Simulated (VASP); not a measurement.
# GaSb (F-43m) in VASP: notebook, part 2 of 2

VASP 6.6.1.

**4. Single point, PBE (strain +1.0%)**

File INCAR:

```
  PREC = Accurate
  ENCUT = 520
  EDIFF = 1E-6
  ISMEAR = -1
  SIGMA = 0.02
  LREAL = False
  LASPH = True
  NELM = 100
  ALGO = Normal
  ISIF = 2
  LWAVE = False
  LCHARG = False
  GGA = PE
  NBANDS = 16
```

File KPOINTS:

```
regular mesh
0
Gamma
  8 8 8
```

File POSCAR:

```
GaSb
1.0
    0.0000000000      3.0965375859      3.0965375859
    3.0965375859      0.0000000000      3.0965375859
    3.0965375859      3.0965375859      0.0000000000
Ga Sb
1 1
Direct
    0.0000000000      0.0000000000      0.0000000000
    0.2500000000      0.2500000000      0.2500000000
```

Potentials or basis: VASP PAW PBE potentials, release 64 (Ga_d, Sb).

On the command line:

```bash
> cat potpaw_PBE.64/Ga_d/POTCAR potpaw_PBE.64/Sb/POTCAR > POTCAR
> mpirun -np 1 vasp_std > vasp.out
```

OUTCAR:

```text
PREC = Accurate
   ENCUT = 520
   EDIFF = 1E-6
   ISMEAR = -1
   LREAL = False
   LASPH = True
   NELM = 100
   ISIF = 2
   GGA = PE

 ion  position               nearest neighbor table
   1  0.000  0.000  0.000-   2 2.68   2 2.68   2 2.68   2 2.68
   2  0.250  0.250  0.250-   1 2.68   1 2.68   1 2.68   1 2.68

  LATTYP: Found a face centered cubic cell.
 ALAT       =     6.1930751718

  Lattice vectors:

 A1 = (   0.0000000000,   3.0965375859,   3.0965375859)
 A2 = (   3.0965375859,   0.0000000000,   3.0965375859)
 A3 = (   3.0965375859,   3.0965375859,   0.0000000000)

Analysis of symmetry for initial positions (statically):
=====================================================================
 Subroutine PRICEL returns:
 Original cell was already a primitive cell.

 Routine SETGRP: Setting up the symmetry group for a
 face centered cubic supercell.

 Subroutine GETGRP returns: Found 24 space group operations
 (whereof 24 operations were pure point group operations)
 out of a pool of 48 trial point group operations.

The static configuration has the point symmetry T_d .
[... 154 lines left out ...]
  ---------------------------------------------------
  ext. energy  EPLUGINS =         0.00000000
  ---------------------------------------------------
  free energy    TOTEN  =        -7.36533272 eV

  energy without entropy =       -7.36518347  energy(sigma->0) =       -7.36525810

 E-fermi :   4.5184     XC(G=0):  -8.9291

 val. band max:        4.5045246278   @ k =   0.0000   0.0000   0.0000
 cond. band min:       4.8340466110   @ k =   0.5000   0.0000   0.0000
 fundamental gap:      0.3295219832
 Fermi energy:         4.5183891504

 k-point     1 :       0.0000    0.0000    0.0000
  band No.  band energies     occupation
      1     -10.4623      2.00000
      2     -10.4623      2.00000
      3     -10.4623      2.00000
      4     -10.4180      2.00000
      5     -10.4180      2.00000
      6      -6.7233      2.00000
[... 433 lines left out ...]
      3     -10.4476      2.00000
      4     -10.4206      2.00000
      5     -10.4177      2.00000
      6      -4.8570      2.00000
[... 8 lines left out ...]
     15      14.0952      0.00000
     16      14.5207      0.00000

 [... further k-points ...]
[... 5 lines left out ...]
  --------------------------------------------------------------------------------------
  -------------------------------------------------------------------------------------
  Total        0.2046404      0.2046404      0.2046404      0.0000000     -0.0000000     -0.0000000
  in kB        5.5213202      5.5213202      5.5213202      0.0000000     -0.0000000     -0.0000000
  external PRESSURE =       5.5213202 kB  Pullay stress =       0.0000000 kB

 VOLUME and BASIS-vectors are now :
 -----------------------------------------------------------------------------
  energy-cutoff  :      520.00
  volume of cell :       59.38
      direct lattice vectors                 reciprocal lattice vectors
     0.000000000  3.096537586  3.096537586    -0.161470670  0.161470670  0.161470670
     3.096537586  0.000000000  3.096537586     0.161470670 -0.161470670  0.161470670
     3.096537586  3.096537586  0.000000000     0.161470670  0.161470670 -0.161470670

 POSITION                                       TOTAL-FORCE (eV/Angst)
 -----------------------------------------------------------------------------------
      0.00000      0.00000      0.00000        -0.000000      0.000000     -0.000000
      1.54827      1.54827      1.54827         0.000000     -0.000000      0.000000
 -----------------------------------------------------------------------------------
    total drift:                                0.000001      0.000001      0.000001

  FREE ENERGIE OF THE ION-ELECTRON SYSTEM (eV)
  ---------------------------------------------------
  free  energy   TOTEN  =        -7.3653327237 eV

  energy  without entropy=       -7.3651834719  energy(sigma->0) =       -7.36525810
```

It took 29 s on 1 thread of Intel Xeon 6975P-C, shared host; peak memory 0.21 GiB.

What came out:

| Quantity | Value |
| --- | --- |
| Free energy | -7.3653 eV |
| Pressure | 0.6 GPa |
| Band gap on the k mesh | zero (filled and empty bands touch) |

Levels at points of the mesh, in eV from the Fermi level:
| k point | band 7 | band 8 | band 9 | band 10 | band 11 | band 12 |
| --- | --- | --- | --- | --- | --- | --- |
| (0.00, 0.00, 0.00) | -0.23 | -0.01 | -0.01 | -0.01 | 2.77 | 2.77 |
| (0.50, 0.00, 0.00) | -6.20 | -1.11 | -1.11 | 0.32 | 3.73 | 3.73 |
| (0.50, 0.50, 0.00) | -6.66 | -2.46 | -2.46 | 0.93 | 1.31 | 8.43 |

Caveat: the cell differs from its parent crystal (strain +1.0%); spin-orbit coupling is left out, which moves the levels of the heavy elements.

**5. Single point, PBE (strain +2.0%)**

File INCAR:

```
ALGO = Normal ; EDIFF = 1E-6
ENCUT = 520 ; GGA = PE
ISIF = 2 ; ISMEAR = -1
LASPH = True ; LCHARG = True
LELF = True ; LREAL = False
LVHAR = True ; LWAVE = False
NBANDS = 16 ; NELM = 100
PREC = Accurate ; SIGMA = 0.02
```

File KPOINTS:

```
k-points
0
Gamma
  8 8 8
```

File POSCAR:

```
GaSb
1.0
    0.0000000000      3.1271963739      3.1271963739
    3.1271963739      0.0000000000      3.1271963739
    3.1271963739      3.1271963739      0.0000000000
Ga Sb
1 1
Direct
    0.0000000000      0.0000000000      0.0000000000
    0.2500000000      0.2500000000      0.2500000000
```

On the command line:

```bash
> cat potpaw_PBE.64/Ga_d/POTCAR potpaw_PBE.64/Sb/POTCAR > POTCAR
> mpirun -np 1 vasp_std > vasp.out
```

It took 30 s on 1 thread of Intel Xeon 6975P-C, shared host; peak memory 0.21 GiB.

It converged, with:

```
Free energy            : -7.3640 eV
Pressure               : -0.8 GPa
Band gap on the k mesh : zero (filled and empty bands touch)
```

Levels at points of the mesh, in eV from the Fermi level:
| k point | band 7 | band 8 | band 9 | band 10 | band 11 | band 12 |
| --- | --- | --- | --- | --- | --- | --- |
| (0.00, 0.00, 0.00) | -0.44 | -0.01 | -0.01 | -0.01 | 2.78 | 2.78 |
| (0.50, 0.00, 0.00) | -6.07 | -1.07 | -1.07 | 0.26 | 3.73 | 3.73 |
| (0.50, 0.50, 0.00) | -6.54 | -2.37 | -2.37 | 0.95 | 1.36 | 8.24 |

Caveat: the cell differs from its parent crystal (strain +2.0%); spin-orbit coupling is left out, which moves the levels of the heavy elements.

**6. Single point, PBE (strain +3.0%)**

File INCAR:

```
ALGO     = Normal         # electronic algorithm
EDIFF    = 1E-6           # SCF threshold, eV
ENCUT    = 520            # plane-wave cutoff, eV
GGA      = PE             # functional
ISIF     = 2              # what is computed and relaxed
ISMEAR   = -1             # smearing method
LASPH    = True           # aspherical terms in the spheres
LCHARG   = False          # write CHGCAR
LREAL    = False          # projectors in reciprocal space
LWAVE    = False          # write WAVECAR
NBANDS   = 16             # bands
NELM     = 100            # most SCF steps
PREC     = Accurate       # precision mode
SIGMA    = 0.02           # smearing width, eV
```

KPOINTS is that of step 5.

File POSCAR:

```
GaSb
1.0
    0.0000000000      3.1578551619      3.1578551619
    3.1578551619      0.0000000000      3.1578551619
    3.1578551619      3.1578551619      0.0000000000
Ga Sb
1 1
Direct
    0.0000000000      0.0000000000      0.0000000000
    0.2500000000      0.2500000000      0.2500000000
```

Potentials or basis: VASP PAW PBE potentials, release 64 (Ga_d, Sb).

On the command line:

```bash
> cat potpaw_PBE.64/Ga_d/POTCAR potpaw_PBE.64/Sb/POTCAR > POTCAR
> mpirun -np 1 vasp_std > vasp.out
```

Wall time 32 s (1 thread of Intel Xeon 6975P-C, shared host); peak memory 0.21 GiB.

It converged, with:

```
Free energy            : -7.3489 eV
Pressure               : -1.9 GPa
Band gap on the k mesh : zero (filled and empty bands touch)
```

Levels at points of the mesh, in eV from the Fermi level:
| k point | band 5 | band 6 | band 7 | band 8 | band 9 | band 10 | band 11 | band 12 | band 13 | band 14 |
| --- | --- | --- | --- | --- | --- | --- | --- | --- | --- | --- |
| (0.00, 0.00, 0.00) | -14.85 | -10.87 | -0.63 | -0.01 | -0.01 | -0.01 | 2.78 | 2.78 | 2.78 | 5.70 |
| (0.50, 0.00, 0.00) | -14.85 | -9.48 | -5.95 | -1.02 | -1.02 | 0.21 | 3.72 | 3.72 | 6.49 | 8.71 |
| (0.50, 0.50, 0.00) | -14.85 | -8.78 | -6.42 | -2.27 | -2.27 | 0.97 | 1.41 | 8.05 | 8.05 | 9.28 |

Caveat: the cell differs from its parent crystal (strain +3.0%); spin-orbit coupling is left out, which moves the levels of the heavy elements.

**7. Overview**

```csv
cell,gap on the mesh (eV),pressure (GPa)
"a = 4.249 Å, angles 60.0°, 2 atoms",0.43,5.8
"a = 4.292 Å, angles 60.0°, 2 atoms",0.20,3.8
"a = 4.379 Å, angles 60.0°, 2 atoms",none,0.6
"a = 4.423 Å, angles 60.0°, 2 atoms",none,-0.8
"a = 4.466 Å, angles 60.0°, 2 atoms",none,-1.9
```

Alike in all rows: task single point; level PBE; potentials or basis VASP PAW PBE potentials, release 64 (Ga_d, Sb); no spin polarisation; k mesh 8 × 8 × 8; cutoff (eV) 520; smearing fermi-dirac 0.02 eV.

Caveats: spin-orbit coupling is left out, which moves the levels of the heavy elements.

Total energies depend on the potentials used, so only differences within one code and one set of settings carry meaning.
